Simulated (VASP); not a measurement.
Wanted: the native input for a VASP 6.6.1 run.

| Item | Value |
| --- | --- |
| Task | single point |
| Functional | PBE |
| Potentials or basis | VASP PAW PBE potentials, release 64 (In_d, Se) |
| Cutoff | 500 eV |
| k mesh | 12 × 12 × 6 |
| Occupations | gaussian, width 0.15 eV |
| Spin | no spin polarisation |
| Dipole correction | no |
| Further INCAR settings | ALGO = Normal; EDIFF = 1e-06; NBANDS = 34 |

The structure of InSe2 lies in POSCAR:

```
InSe2
1.0
    3.7077838629      0.0000000000      0.0000000000
    0.0000000000      3.7077838629      0.0000000000
    0.0000000000      0.0000000000     10.3536156587
In Se
2 4
Direct
    0.0000000000      0.5000000000      0.7035891433
    0.5000000000      0.0000000000      0.2964108567
    0.0000000000      0.5000000000      0.3657763741
    0.5000000000      0.0000000000      0.6342236259
    0.0000000000      0.0000000000      0.0000000000
    0.5000000000      0.5000000000      0.0000000000
```

The input as run:

INCAR

```
SYSTEM = InSe2
PREC = Accurate
ENCUT = 500
EDIFF = 1E-6
ISMEAR = 0
SIGMA = 0.15
LREAL = .False.
LASPH = .True.
NELM = 120
ALGO = Normal
ISIF = 2
LWAVE = .False.
LCHARG = .False.
GGA = PE
NBANDS = 34
GGA_COMPAT = .False.
```

KPOINTS

```
regular mesh
0
Gamma
  12 12 6
  0 0 0
```

Potentials or basis: VASP PAW PBE potentials, release 64 (In_d, Se).

The run is started by

```console
$ cat potpaw_PBE.64/In_d/POTCAR potpaw_PBE.64/Se/POTCAR > POTCAR
$ mpirun -np 1 vasp_std > vasp.out
```

It gave:

```
Pressure               : 6.6 GPa
Largest force          : 0.485 eV/Å
Band gap on the k mesh : zero (bands 25 and 26 overlap by 2.53 eV)
```

Caveat: the stress differs along the axes, from -1 to 10 GPa; spin-orbit coupling is left out, which moves the levels of the heavy elements.

Wall time 6.7 min on 1 thread of Oxide Virtual Turin-like Processor (shared host), peak memory 0.49 GiB.
